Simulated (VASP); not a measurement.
Wanted: the native input for a VASP 6.6.1 run.

```yaml
Task: single point
Functional: LDA
Potentials_or_basis: VASP PAW LDA potentials, release 64 (Zr_sv, S)
Cutoff: 520 eV
k_mesh: 16 × 16 × 16
Occupations: gaussian, width 0.15 eV
Spin: collinear spin
Starting_moments: "[0.5, 0.0] μB"
Fixed_moment: 0.5 μB
Dipole_correction: no
Further_INCAR_settings: ALGO = Normal; EDIFF = 1e-06; NBANDS = 20
```

The structure of ZrS lies in POSCAR:

```
ZrS
1.0
    0.0000000000      2.7127426924      2.7127426924
    2.7127426924      0.0000000000      2.7127426924
    2.7127426924      2.7127426924      0.0000000000
Zr S
1 1
Direct
    0.0000000000      0.0000000000      0.0000000000
    0.5000000000      0.5000000000      0.5000000000
```

One way to write it, as run:

INCAR

```
PREC     = Accurate       # precision mode
ENCUT    = 520            # plane-wave cutoff, eV
EDIFF    = 1E-6           # SCF threshold, eV
ISMEAR   = 0              # smearing method
SIGMA    = 0.15           # smearing width, eV
LREAL    = F              # projectors in reciprocal space
LASPH    = T              # aspherical terms in the spheres
NELM     = 150            # most SCF steps
ALGO     = Normal         # electronic algorithm
ISIF     = 2              # what is computed and relaxed
LWAVE    = F              # write WAVECAR
LCHARG   = T              # write CHGCAR
ISPIN    = 2              # spin polarisation
MAGMOM   = 0.5 0          # initial moments
LORBIT   = 11             # projections on sites
NUPDOWN  = 0.5            # fixed moment
LMAXMIX  = 4              # l up to which the mixer works
LELF     = T              # ELF
LVHAR    = T            
NBANDS   = 20             # bands
```

KPOINTS

```
regular mesh
0
Gamma
  16 16 16
```

Potentials or basis: VASP PAW LDA potentials, release 64 (Zr_sv, S).

Run with:

```sh
$ cat potpaw_LDA.64/Zr_sv/POTCAR potpaw_LDA.64/S/POTCAR > POTCAR
$ mpirun -np 1 vasp_std > vasp.out
```

Results of the run:

| Property | Result |
| --- | --- |
| Pressure | -17.2 GPa |
| Net moment | 0.50 μB per cell |
| Site moments | Zr +0.30; S +0.01 μB |
| Valence electrons inside the program's atomic spheres | Zr 9.72; S 3.71 |

Caveat: the cell stands under tension; the total moment is fixed, so each spin has its own Fermi level.

It took 4.9 min on 1 thread of Intel Xeon 8259CL (shared host), peak memory 0.29 GiB.
